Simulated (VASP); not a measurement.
# ZnS in VASP: further runs, part 3 of 3

VASP 6.6.1. Earlier steps stand in the parts before.

**5. Dielectric tensor, r2SCAN (uniaxial z strain +1.0%)**

Contents of INCAR:

```
PREC = Accurate
ENCUT = 520
EDIFF = 1E-8
ISMEAR = 0
SIGMA = 0.01
LREAL = F
LASPH = T
NELM = 80
ALGO = Normal
ISIF = 2
LWAVE = F
LCHARG = F
METAGGA = R2SCAN
LMIXTAU = T
LCALCEPS = T
```

Contents of KPOINTS:

```
regular mesh
0
Gamma
  6 6 6
```

Contents of POSCAR:

```
ZnS
1.0
    0.0000000000      2.6940858315      2.7210266899
    2.6940858315      0.0000000000      2.7210266899
    2.6940858315      2.6940858315      0.0000000000
Zn S
1 1
Direct
    0.0000000000      0.0000000000      0.0000000000
    0.2500000000      0.2500000000      0.2500000000
```

Potentials or basis: VASP PAW PBE potentials, release 64 (Zn, S).

Started as:

```bash
$ cat potpaw_PBE.64/Zn/POTCAR potpaw_PBE.64/S/POTCAR > POTCAR
$ mpirun -np 1 vasp_std > vasp.out
```

OUTCAR:

```text
PREC = Accurate
   ENCUT = 520
   EDIFF = 1E-8
   ISMEAR = 0
   LREAL = F
   LASPH = T
   NELM = 80
   ISIF = 2
   METAGGA = R2SCAN

 ion  position               nearest neighbor table
   1  0.000  0.000  0.000-   2 2.34   2 2.34   2 2.34   2 2.34
   2  0.250  0.250  0.250-   1 2.34   1 2.34   1 2.34   1 2.34

  LATTYP: Found a body centered tetragonal cell.
 ALAT       =     3.8100127211
 C/A-ratio  =     1.4283556980

  Lattice vectors:

 A1 = (  -2.6940858315,   0.0000000000,   2.7210266899)
 A2 = (   2.6940858315,   0.0000000000,   2.7210266899)
 A3 = (   0.0000000000,   2.6940858315,  -2.7210266899)

Analysis of symmetry for initial positions (statically):
=====================================================================
 Subroutine PRICEL returns:
 Original cell was already a primitive cell.

 Routine SETGRP: Setting up the symmetry group for a
 body centered tetragonal supercell.

 Subroutine GETGRP returns: Found  8 space group operations
 (whereof  8 operations were pure point group operations)
 out of a pool of 16 trial point group operations.

The static configuration has the point symmetry D_2d.

Analysis of symmetry for dynamics (positions and initial velocities):
=====================================================================
 Subroutine PRICEL returns:
 Original cell was already a primitive cell.

 Routine SETGRP: Setting up the symmetry group for a
 body centered tetragonal supercell.

 Subroutine GETGRP returns: Found  8 space group operations
 (whereof  8 operations were pure point group operations)
 out of a pool of 16 trial point group operations.

The dynamic configuration has the point symmetry D_2d.

 Subroutine INISYM returns: Found  8 space group operations
 (whereof  8 operations are pure point group operations),
 and found     1 'primitive' translations

----------------------------------------------------------------------------------------

                                     Primitive cell

  volume of cell :      39.4990

  direct lattice vectors                    reciprocal lattice vectors
     0.000000000  2.694085831  2.721026690    -0.185591711  0.185591711  0.183754170
     2.694085831  0.000000000  2.721026690     0.185591711 -0.185591711  0.183754170
     2.694085831  2.694085831  0.000000000     0.185591711  0.185591711 -0.183754170

  length of vectors
     3.829110173  3.829110173  3.810012721     0.320396881  0.320396881  0.320396881

  position of ions in fractional coordinates (direct lattice)
     0.000000000  0.000000000  0.000000000
     0.250000000  0.250000000  0.250000000

  ion indices of the primitive-cell ions
   primitive index   ion index
                 1           1
                 2           2

----------------------------------------------------------------------------------------

 KPOINTS: regular mesh

Automatic generation of k-mesh.
[... 83 lines left out ...]
   IALGO  =     38    algorithm
   IMIX   =      4    mixing-type and parameters
     AMIX     =   0.40;   BMIX     =  1.00
     AMIX_MAG =   1.60;   BMIX_MAG =  1.00
  volume/ion in A,a.u.               =      19.75       133.28
  Fermi-wavevector in a.u.,A,eV,Ry     =   1.259806  2.380689 21.593969  1.587112
  Thomas-Fermi vector in A             =   2.393348
   LORBIT       =      0    0 simple, 1 ext, 2 COOP (PROOUT), +10 PAW based schemes
   METAGGA = R2SCAN    functional components
   LHFCALC =     F    Hartree Fock is set to
   AEXX    =    0.0000 exact exchange contribution
   IVDW    =     0    specifies the selected vdW correction
   LEPSILON=     F    determine dielectric tensor
   LRPA    =     F    only Hartree local field effects (RPA)
   LRPA       =     F
 non-spin polarized calculation
 Gauss-broadening in eV      SIGMA  =   0.01
  energy-cutoff  :      520.00
  volume of cell :       39.50
 maximum number of plane-waves:      1074
   NGX = 15   NGY = 15   NGZ = 15

 number of electron      18.0000001 magnetization

 Free energy of the ion-electron system (eV)
  ---------------------------------------------------
  ext. energy  EPLUGINS =         0.00000000
  ---------------------------------------------------
  free energy    TOTEN  =       -18.86283516 eV

  energy without entropy =      -18.86283516  energy(sigma->0) =      -18.86283516

 E-fermi :   1.8781     XC(G=0): -10.2777

 val. band max:        1.8336650092   @ k =   0.0000   0.0000   0.0000
 cond. band min:   10000.0000000000   @ k =   0.0000   0.0000   0.0000
 fundamental gap:   9998.1663349908
 Fermi energy:         1.8781196421

 k-point     1 :       0.0000    0.0000    0.0000
  band No.  band energies     occupation
      1     -11.8447      2.00000
      2      -4.6783      2.00000
      3      -4.6729      2.00000
      4      -4.6719      2.00000
      5      -4.1313      2.00000
      6      -4.1292      2.00000
      7       1.7970      2.00000
      8       1.8336      2.00000
      9       1.8337      2.00000
     10   10000.0000      0.00000
     11   10000.0000      0.00000
     12   10000.0000      0.00000
     13   10000.0000      0.00000
[... 354 lines left out ...]
  band No.  band energies     occupation
      1     -10.6678      2.00000
      2      -4.6136      2.00000
      3      -4.3761      2.00000
      4      -4.3260      2.00000
      5      -4.0732      2.00000
      6      -3.9473      2.00000
      7      -2.5631      2.00000
      8      -0.8136      2.00000
      9      -0.1577      2.00000
     10   10000.0000      0.00000
     11   10000.0000      0.00000
     12   10000.0000      0.00000
     13   10000.0000      0.00000

 [... further k-points ...]

------------------------ aborting loop because EDIFF is reached ----------------------------------------

            Ionic dipole moment: p[ion]=(     8.08226     8.08226     8.16308 ) |e| Angst

 Total electronic dipole moment: p[elc]=(     0.00481     0.00481     0.01438 ) |e| Angst

 MACROSCOPIC STATIC DIELECTRIC TENSOR (including local field effects)
 ------------------------------------------------------
           5.329024     0.000000     0.000000
           0.000000     5.329024     0.000000
          -0.000000    -0.000000     5.364768
 ------------------------------------------------------

 PIEZOELECTRIC TENSOR (including local field effects) (e Angst)
          XX          YY          ZZ          XY          YZ          ZX
  --------------------------------------------------------------------------------
  x     0.00000    -0.00000     0.00000     0.00000    -1.62675     0.00000
  y    -0.00000     0.00000     0.00000     0.00000     0.00000    -1.62675
  z     0.00000     0.00000     0.00000    -1.61908     0.00000     0.00000

 PIEZOELECTRIC TENSOR (including local field effects) (C/m^2)
          XX          YY          ZZ          XY          YZ          ZX
  --------------------------------------------------------------------------------
  x     0.00000    -0.00000     0.00000     0.00000    -0.65985     0.00000
  y    -0.00000     0.00000     0.00000     0.00000     0.00000    -0.65985
  z     0.00000     0.00000     0.00000    -0.65674     0.00000     0.00000

 BORN EFFECTIVE CHARGES (including local field effects) (in |e|, cummulative output)
 ---------------------------------------------------------------------------------
 ion    1
    1     1.99282     0.00000    -0.00000
    2     0.00000     1.99282     0.00000
    3     0.00000     0.00000     2.01759
 ion    2
    1    -1.99282     0.00000     0.00000
    2     0.00000    -1.99282     0.00000
    3     0.00000     0.00000    -2.01759

  FORCE on cell =-STRESS in cart. coord.  units (eV):
  Direction    XX          YY          ZZ          XY          YZ          ZX
  --------------------------------------------------------------------------------------
  -------------------------------------------------------------------------------------
  Total       -0.1317897     -0.1317897     -0.2309872      0.0000000      0.0000000      0.0000000
  in kB       -5.3457229     -5.3457229     -9.3694223      0.0000000      0.0000000      0.0000000
  external PRESSURE =      -6.6869560 kB  Pullay stress =       0.0000000 kB

 VOLUME and BASIS-vectors are now :
 -----------------------------------------------------------------------------
  energy-cutoff  :      520.00
  volume of cell :       39.50
      direct lattice vectors                 reciprocal lattice vectors
     0.000000000  2.694085831  2.721026690    -0.185591711  0.185591711  0.183754170
     2.694085831  0.000000000  2.721026690     0.185591711 -0.185591711  0.183754170
     2.694085831  2.694085831  0.000000000     0.185591711  0.185591711 -0.183754170

 POSITION                                       TOTAL-FORCE (eV/Angst)
 -----------------------------------------------------------------------------------
      0.00000      0.00000      0.00000        -0.000000     -0.000000     -0.000000
      1.34704      1.34704      1.36051         0.000000      0.000000      0.000000
 -----------------------------------------------------------------------------------
    total drift:                                0.000016      0.000016      0.000001

  FREE ENERGIE OF THE ION-ELECTRON SYSTEM (eV)
  ---------------------------------------------------
  free  energy   TOTEN  =       -18.8628351578 eV

  energy  without entropy=      -18.8628351578  energy(sigma->0) =      -18.86283516
```

OSZICAR:

```text
N       E                     dE             d eps       ncg     rms          rms(c)
DAV:   1     0.747758015358E+02    0.74776E+02   -0.94268E+03   780   0.168E+03
DAV:   2    -0.156780281970E+02   -0.90454E+02   -0.86561E+02   820   0.287E+02
[... 13 lines left out ...]
DMP:   9    -0.188628350354E+02   -0.12732E-06   -0.10015E-06   884   0.208E-06   0.812E-07
DMP:  10    -0.188628350905E+02   -0.55058E-07   -0.50896E-07   884   0.117E-06   0.202E-07
DMP:  11    -0.188628351189E+02   -0.28394E-07   -0.31800E-07   884   0.689E-07   0.203E-07
DMP:  12    -0.188628351385E+02   -0.19628E-07   -0.19216E-07   884   0.368E-07   0.216E-07
DMP:  13    -0.188628351512E+02   -0.12732E-07   -0.10296E-07   884   0.184E-07   0.142E-07
DMP:  14    -0.188628351578E+02   -0.65759E-08   -0.53289E-08   884   0.949E-08   0.738E-08
   1 F= -.18862835E+02 E0= -.18862835E+02  d E =-.130489E-12
```

stdout:

```text
POSCAR found type information on POSCAR ZnS
 POSCAR found :  2 types and       2 ions
 scaLAPACK will be used
 -----------------------------------------------------------------------------
|                                                                             |
[... 104 lines left out ...]
dp_tot=(  0.445E-05  0.439E-05  0.959E-02 )  diag[e(oo)]=(    ---      ---    5.39366 )
 p_tot=(  0.809E+01  0.809E+01  0.818E+01 )
dp_tot=(  0.437E-05  0.431E-05  0.956E-02 )  diag[e(oo)]=(    ---      ---    5.37912 )
 p_tot=(  0.809E+01  0.809E+01  0.818E+01 )
dp_tot=(  0.433E-05  0.427E-05  0.954E-02 )  diag[e(oo)]=(    ---      ---    5.36949 )
 final diagonalization full
 p_tot=(  0.809E+01  0.809E+01  0.818E+01 )
dp_tot=(  0.433E-05  0.427E-05  0.953E-02 )  diag[e(oo)]=(    ---      ---    5.36477 )
```

Run time: 14 min. Hardware: 1 thread of Intel Xeon 6975P-C (Granite Rapids), shared host; peak memory 0.35 GiB.

Results:

```yaml
Band_gap_on_the_k_mesh: 2.66 eV, direct
Electronic_dielectric_tensor_diagonal: 5.33, 5.33, 5.36
Born_charges_mean_of_the_diagonal: Zn +2.00; S -2.00 e
```

Electronic dielectric tensor:
```
5.33 0.00 0.00
0.00 5.33 0.00
0.00 0.00 5.36
```

Born effective charge tensors (e):
atom 1, Zn
```
1.99 0.00 0.00
0.00 1.99 0.00
0.00 0.00 2.02
```
atom 2, S
```
-1.99  0.00  0.00
 0.00 -1.99  0.00
 0.00  0.00 -2.02
```

Dipole moments of the cell (e·Å, modulo the quantum): ionic 8.082, 8.082, 8.163; electronic 0.005, 0.005, 0.014

Caveat: the cell differs from its parent crystal (uniaxial z strain +1.0%); the PAW data sets were made with another functional, which shifts forces and pressure a little.

**6. Overview**

```tsv
cell	gap on the mesh (eV)
a = 3.810 Å, angles 60.0°, 2 atoms	2.72
a = 3.772, b = 3.772, c = 3.810 Å, angles 59.7, 59.7, 60.7°, 2 atoms	2.76
a = 3.791, b = 3.791, c = 3.810 Å, angles 59.8, 59.8, 60.3°, 2 atoms	2.74
a = 3.829, b = 3.829, c = 3.810 Å, angles 60.2, 60.2, 59.7°, 2 atoms	2.66
```

Alike in all rows: task dielectric tensor; level r2SCAN; potentials or basis VASP PAW PBE potentials, release 64 (Zn, S); no spin polarisation; k mesh 6 × 6 × 6; cutoff (eV) 520; smearing gaussian 0.01 eV.

Caveats: the PAW data sets were made with another functional, which shifts forces and pressure a little.

Absolute energies hang on the potentials; compare differences alone.
